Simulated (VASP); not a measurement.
# Pt (R-3m) in VASP: further runs

Pt is run at these levels: PBEsol; tasks: single point.

Program: VASP 6.6.1. These are calculated values, not measurements. Logs are shortened: lines on timing, memory, paths and dates and some standing lists are left out, and cuts for length are marked.

## 1. The cell of the first run

The structure is trigonal, space group R-3m (No. 166). The conventional cell has a = 2.606 Å, b = 2.606 Å, c = 7.659 Å, α = 90.00°, β = 90.00°, γ = 120.00°. Pt (site symmetry -3m) has 12 Pt at 2.61 to 2.96 Å within 3.4 Å.

## 2. Single point, PBEsol

INCAR

```
ALGO = Fast
EDIFF = 1E-6
ENCUT = 520
GGA = PS
ISIF = 2
ISMEAR = 0
LASPH = True
LCHARG = False
LREAL = False
LWAVE = False
NBANDS = 11
NELM = 80
PREC = Accurate
SIGMA = 0.15
```

KPOINTS

```
k-points
0
Gamma
  24 24 24
```

POSCAR

```
Pt
1.0
    0.2456605921      2.0881150331      2.0881150331
    2.0881150331      0.2456605921      2.0881150331
    2.0881150331      2.0881150331      0.2456605921
Pt
1
Direct
    0.0000000000      0.0000000000      0.0000000000
```

Potentials or basis: VASP PAW PBE potentials, release 64 (Pt).

Run with:

```sh
$ cat potpaw_PBE.64/Pt/POTCAR > POTCAR
$ mpirun -np 1 vasp_std > vasp.out
```

OUTCAR:

```text
EDIFF = 1E-6
   ENCUT = 520
   GGA = PS
   ISIF = 2
   ISMEAR = 0
   LASPH = True
   LREAL = False
   NELM = 80
   PREC = Accurate

 ion  position               nearest neighbor table
   1  0.000  0.000  0.000-

  LATTYP: Found a trigonal (rhomboedric) cell.
 ALAT       =     2.9632411156
 COS(alpha) =     0.6134020618

  Lattice vectors:

 A1 = (   0.2456605921,   2.0881150331,   2.0881150331)
 A2 = (   2.0881150331,   0.2456605921,   2.0881150331)
 A3 = (   2.0881150331,   2.0881150331,   0.2456605921)

Analysis of symmetry for initial positions (statically):
=====================================================================
 Subroutine PRICEL returns:
 Original cell was already a primitive cell.

 Routine SETGRP: Setting up the symmetry group for a
 trigonal (rhombohedral) supercell.

 Subroutine GETGRP returns: Found 12 space group operations
 (whereof 12 operations were pure point group operations)
 out of a pool of 12 trial point group operations.

The static configuration has the point symmetry D_3d.

Analysis of symmetry for dynamics (positions and initial velocities):
=====================================================================
 Subroutine PRICEL returns:
 Original cell was already a primitive cell.

 Routine SETGRP: Setting up the symmetry group for a
 trigonal (rhombohedral) supercell.

 Subroutine GETGRP returns: Found 12 space group operations
 (whereof 12 operations were pure point group operations)
 out of a pool of 12 trial point group operations.

The dynamic configuration has the point symmetry D_3d.

 Subroutine INISYM returns: Found 12 space group operations
 (whereof 12 operations are pure point group operations),
 and found     1 'primitive' translations

----------------------------------------------------------------------------------------

                                     Primitive cell

  volume of cell :      15.0107

  direct lattice vectors                    reciprocal lattice vectors
     0.245660592  2.088115033  2.088115033    -0.286453638  0.256300624  0.256300624
     2.088115033  0.245660592  2.088115033     0.256300624 -0.286453638  0.256300624
     2.088115033  2.088115033  0.245660592     0.256300624  0.256300624 -0.286453638

  length of vectors
     2.963241116  2.963241116  2.963241116     0.461991024  0.461991024  0.461991024

  position of ions in fractional coordinates (direct lattice)
     0.000000000  0.000000000  0.000000000

  ion indices of the primitive-cell ions
   primitive index   ion index
                 1           1

----------------------------------------------------------------------------------------

 KPOINTS: k-points

Automatic generation of k-mesh.
 Grid dimensions read from file:
 generate k-points for:   24   24   24

 Generating k-lattice:

  Cartesian coordinates                     Fractional coordinates (reciprocal lattice)
    -0.011935568  0.010679193  0.010679193     0.041666667 -0.000000000 -0.000000000
     0.010679193 -0.011935568  0.010679193    -0.000000000  0.041666667 -0.000000000
     0.010679193  0.010679193 -0.011935568    -0.000000000 -0.000000000  0.041666667

  Length of vectors
     0.019249626  0.019249626  0.019249626

  Shift w.r.t. Gamma in fractional coordinates (k-lattice)
     0.000000000  0.000000000  0.000000000

 Subroutine IBZKPT returns following result:
 ===========================================

 Found   1313 irreducible k-points:

 Following reciprocal coordinates:
            Coordinates               Weight
  0.000000  0.000000  0.000000      1.000000
  0.041667  0.000000 -0.000000      6.000000
  0.083333 -0.000000 -0.000000      6.000000
  0.125000 -0.000000 -0.000000      6.000000
  0.166667  0.000000  0.000000      6.000000
  0.208333  0.000000  0.000000      6.000000
[... 16 lines left out ...]
  0.416667  0.041667  0.000000     12.000000
  0.458333  0.041667  0.000000     12.000000
 [... further k-points ...]
   k-points           NKPTS =   1313   k-points in BZ     NKDIM =   1313   number of bands    NBANDS=     11
   number of dos      NEDOS =    301   number of ions     NIONS =      1
   total plane-waves  NPLWV =  13824
   dimension x,y,z NGX =    24 NGY =   24 NGZ =   24
   dimension x,y,z NGXF=    48 NGYF=   48 NGZF=   48
   ions per type =               1
   NGX,Y,Z   is equivalent  to a cutoff of  13.46, 13.46, 13.46 a.u.
   NGXF,Y,Z  is equivalent  to a cutoff of  26.93, 26.93, 26.93 a.u.
 SYSTEM =  unknown system
   PREC   = accura    normal or accurate (medium, high low for compatibility)
   ISTART =      0    job   : 0-new  1-cont  2-samecut
   ICHARG =      2    charge: 1-file 2-atom 10-const
   ISPIN  =      1    spin polarized calculation?
   LNONCOLLINEAR =      F non collinear calculations
   LSORBIT =      F    spin-orbit coupling
   LASPH  =      T    aspherical Exc in radial PAW
   ENCUT  =  520.0 eV  38.22 Ry    6.18 a.u.   5.51  5.51  5.51*2*pi/ulx,y,z
   NELM   =     80;   NELMIN=  2; NELMDL= -5     # of ELM steps
   EDIFF  = 0.1E-05   stopping-criterion for ELM
   LREAL  =      F    real-space projection
   EDIFFG = 0.1E-04   stopping-criterion for IOM
   NSW    =      0    number of steps for IOM
   IBRION =     -1    ionic relax: 0-MD 1-quasi-New 2-CG
   NFREE  =      0    steps in history (QN), initial steepest desc. (CG)
   ISIF   =      2    stress and relaxation
   ISYM   =      2    0-nonsym 1-usesym 2-fastsym
   POTIM  = 0.5000    time-step for ionic-motion
   TEBEG  =    0.0;   TEEND  =   0.0 temperature during run
   PSTRESS=    0.0 pullay stress
   NELECT =      10.0000    total number of electrons
   NUPDOWN=      -1.0000    fix difference up-down
   EMIN   =  10.00;   EMAX   =-10.00  energy-range for DOS
   EFERMI =   0.00;   METHOD = LEGACY
   ISMEAR =     0;   SIGMA  =   0.15  broadening in eV -4-tet -1-fermi 0-gaus
   EFERMI_NEDOS =   21; number of points for ismear=-14 and -15
   IALGO  =     68    algorithm
   IMIX   =      4    mixing-type and parameters
     AMIX     =   0.40;   BMIX     =  1.00
     AMIX_MAG =   1.60;   BMIX_MAG =  1.00
  volume/ion in A,a.u.               =      15.01       101.30
  Fermi-wavevector in a.u.,A,eV,Ry     =   1.429797  2.701924 27.814648  2.044319
  Thomas-Fermi vector in A             =   2.549712
   LORBIT       =      0    0 simple, 1 ext, 2 COOP (PROOUT), +10 PAW based schemes
   GGA     = PS    functional components
   LHFCALC =     F    Hartree Fock is set to
   AEXX    =    0.0000 exact exchange contribution
   IVDW    =     0    specifies the selected vdW correction
   LEPSILON=     F    determine dielectric tensor
   LRPA    =     F    only Hartree local field effects (RPA)
 non-spin polarized calculation
 RMM-DIIS sequential band-by-band and
 Gauss-broadening in eV      SIGMA  =   0.15
  energy-cutoff  :      520.00
  volume of cell :       15.01
 maximum number of plane-waves:       416
 NGX is ok and might be reduce to    24

 number of electron      10.0000000 magnetization

 number of electron       9.9999999 magnetization

 Free energy of the ion-electron system (eV)
  ---------------------------------------------------
  ext. energy  EPLUGINS =         0.00000000
  ---------------------------------------------------
  free energy    TOTEN  =        -6.77063612 eV

  energy without entropy =       -6.75683701  energy(sigma->0) =       -6.76373656

 E-fermi :  11.1002     XC(G=0): -13.6152

 val. band max:       11.0997306250   @ k =  -0.3750  -0.4583   0.2500
 cond. band min:      11.1011232782   @ k =  -0.3333   0.4583   0.0833
 fundamental gap:      0.0013926532
 Fermi energy:        11.1001761387

 k-point     1 :       0.0000    0.0000    0.0000
  band No.  band energies     occupation
      1       0.7855      2.00000
      2       6.0151      2.00000
      3       7.4322      2.00000
      4       7.4322      2.00000
      5      10.1253      2.00000
      6      10.1253      2.00000
      7      24.4418      0.00000
      8      28.3156      0.00000
      9      33.1304      0.00000
     10      33.1304      0.00000
     11      35.7740      0.00000

 k-point     2 :       0.0417    0.0000   -0.0000
  band No.  band energies     occupation
      1       0.8671      2.00000
      2       6.0517      2.00000
      3       7.3843      2.00000
      4       7.4906      2.00000
      5      10.0659      2.00000
      6      10.0977      2.00000
      7      24.5792      0.00000
      8      28.4370      0.00000
      9      32.5250      0.00000
     10      33.2187      0.00000
     11      36.2605      0.00000

 k-point     3 :       0.0833   -0.0000   -0.0000
  band No.  band energies     occupation
      1       1.1079      2.00000
      2       6.1576      2.00000
      3       7.2510      2.00000
      4       7.6638      2.00000
      5       9.9015      2.00000
      6      10.0184      2.00000
      7      24.9653      0.00000
      8      28.7479      0.00000
      9      31.4513      0.00000
     10      33.4765      0.00000
     11      36.8482      0.00000

 k-point     4 :       0.1250   -0.0000   -0.0000
  band No.  band energies     occupation
      1       1.4938      2.00000
      2       6.3179      2.00000
      3       7.0641      2.00000
      4       7.9446      2.00000
      5       9.6696      2.00000
      6       9.8970      2.00000
      7      25.5121      0.00000
      8      28.9314      0.00000
      9      30.6993      0.00000
     10      33.8827      0.00000
     11      36.7593      0.00000

 k-point     5 :       0.1667    0.0000    0.0000
  band No.  band energies     occupation
      1       1.9967      2.00000
      2       6.4886      2.00000
      3       6.8911      2.00000
      4       8.3177      2.00000
      5       9.4257      2.00000
      6       9.7518      2.00000
      7      25.9982      0.00000
      8      28.4610      0.00000
      9      30.9208      0.00000
     10      34.3976      0.00000
     11      35.8702      0.00000
[... 211 lines left out ...]
 k-point    21 :       0.3333    0.0417   -0.0000
  band No.  band energies     occupation
      1       3.7142      2.00000
      2       6.4426      2.00000
      3       7.6539      2.00000
      4       8.8791      2.00000
      5       9.5583      2.00000
      6      10.5447      2.00000
      7      23.0161      0.00000
      8      26.8652      0.00000
      9      30.2912      0.00000
     10      34.3916      0.00000
     11      34.6583      0.00000

 k-point    22 :       0.3750    0.0417    0.0000
  band No.  band energies     occupation
      1       3.7951      2.00000
      2       6.3593      2.00000
      3       8.4618      2.00000
      4       8.7487      2.00000
      5       9.8033      2.00000
      6      11.1520      0.62505
      7      21.6292      0.00000
      8      26.0954      0.00000
      9      29.6010      0.00000
     10      33.2689      0.00000
     11      35.3126      0.00000

 k-point    23 :       0.4167    0.0417    0.0000
  band No.  band energies     occupation
      1       3.7768      2.00000
      2       6.2665      2.00000
      3       8.6319      2.00000
      4       9.4185      2.00000
      5      10.0439      2.00000
      6      11.7289      0.00000
      7      20.2559      0.00000
      8      25.4354      0.00000
      9      28.9909      0.00000
     10      32.1751      0.00000
     11      36.1586      0.00000

 k-point    24 :       0.4583    0.0417    0.0000
  band No.  band energies     occupation
      1       3.7330      2.00000
      2       6.1951      2.00000
      3       8.5545      2.00000
      4      10.1761      2.00000
      5      10.3257      2.00000
      6      12.2282      0.00000
      7      19.0728      0.00000
      8      24.9742      0.00000
      9      28.5815      0.00000
     10      31.3488      0.00000
     11      36.9266      0.00000

 [... further k-points ...]
[... 5 lines left out ...]
  --------------------------------------------------------------------------------------
  -------------------------------------------------------------------------------------
  Total        1.1221153      1.1221153      1.1221153     -1.2328876     -1.2328876     -1.2328876
  in kB      119.7695907    119.7695907    119.7695907   -131.5929288   -131.5929288   -131.5929288
  external PRESSURE =     119.7695907 kB  Pullay stress =       0.0000000 kB

 VOLUME and BASIS-vectors are now :
 -----------------------------------------------------------------------------
  energy-cutoff  :      520.00
  volume of cell :       15.01
      direct lattice vectors                 reciprocal lattice vectors
     0.245660592  2.088115033  2.088115033    -0.286453638  0.256300624  0.256300624
     2.088115033  0.245660592  2.088115033     0.256300624 -0.286453638  0.256300624
     2.088115033  2.088115033  0.245660592     0.256300624  0.256300624 -0.286453638

 POSITION                                       TOTAL-FORCE (eV/Angst)
 -----------------------------------------------------------------------------------
      0.00000      0.00000      0.00000         0.000000     -0.000000      0.000000
 -----------------------------------------------------------------------------------
    total drift:                               -0.000000      0.000000     -0.000000

  FREE ENERGIE OF THE ION-ELECTRON SYSTEM (eV)
  ---------------------------------------------------
  free  energy   TOTEN  =        -6.7706361235 eV

  energy  without entropy=       -6.7568370050  energy(sigma->0) =       -6.76373656
```

Run time: 4.1 min. Hardware: 1 thread of Intel Xeon 8259CL, shared host; peak memory 0.33 GiB.

Results:

- Free energy: -6.7706 eV
- Pressure: 12.0 GPa
- Band gap on the k mesh: zero (bands 5 and 6 overlap by 2.66 eV)

Stress tensor (GPa, compression positive):
```
 11.98 -13.16 -13.16
-13.16  11.98 -13.16
-13.16 -13.16  11.98
```

Caveat: the cell stands under pressure; the PAW data sets were made with another functional, which shifts forces and pressure a little; spin-orbit coupling is left out, which moves the levels of the heavy elements.

## 3. Single point, PBEsol

This run uses another cell than the first one, of the same volume but with other edges.

INCAR

```
SYSTEM = Pt
  PREC = Accurate
  ENCUT = 520
  EDIFF = 1E-7
  ISMEAR = 0
  SIGMA = 0.15
  LREAL = .False.
  LASPH = .True.
  NELM = 80
  ALGO = Fast
  ISIF = 2
  LWAVE = .False.
  LCHARG = .True.
  GGA = PS
  LELF = .True.
  LVHAR = .True.
  NBANDS = 11
```

KPOINTS

```
Automatic mesh
0
Gamma
  24 24 24
  0 0 0
```

POSCAR

```
Pt
1.0
    0.7655630786      2.4060553899      2.4060553899
    2.4060553899      0.7655630786      2.4060553899
    2.4060553899      2.4060553899      0.7655630786
Pt
1
Direct
    0.0000000000      0.0000000000      0.0000000000
```

Potentials or basis: VASP PAW PBE potentials, release 64 (Pt).

Run with:

```sh
$ cat potpaw_PBE.64/Pt/POTCAR > POTCAR
$ mpirun -np 1 vasp_std > vasp.out
```

Wall time 15 min (1 thread of Intel Xeon 8259CL, shared host); peak memory 0.36 GiB.

The run converged. Its results:

* Free energy: -4.5646 eV
* Pressure: 119.3 GPa
* Band gap on the k mesh: zero (bands 5 and 6 overlap by 3.72 eV)

Stress tensor (GPa, compression positive):
```
119.31 -57.78 -57.78
-57.78 119.31 -57.78
-57.78 -57.78 119.31
```

Levels at points of the mesh, in eV from the Fermi level:
```
           k point  band 1  band 2  band 3  band 4  band 5  band 6  band 7  band 8  band 9  band 10
(0.00, 0.00, 0.00)  -11.45   -6.49   -5.12   -5.12    0.63    0.63    6.54   16.69   17.27    27.70
(0.50, 0.00, 0.00)  -10.40   -6.69   -1.80   -1.09    2.30    3.08   10.98   11.42   17.25    22.10
(0.50, 0.50, 0.00)  -10.42   -7.26   -0.72   -0.62    3.09    3.41    8.42   12.10   18.00    19.49
(0.50, 0.50, 0.50)  -10.98   -5.14   -5.14   -2.54   -1.28    0.75    0.75   16.47   20.22    28.72
```

Caveat: the cell stands under pressure; the PAW data sets were made with another functional, which shifts forces and pressure a little; spin-orbit coupling is left out, which moves the levels of the heavy elements.
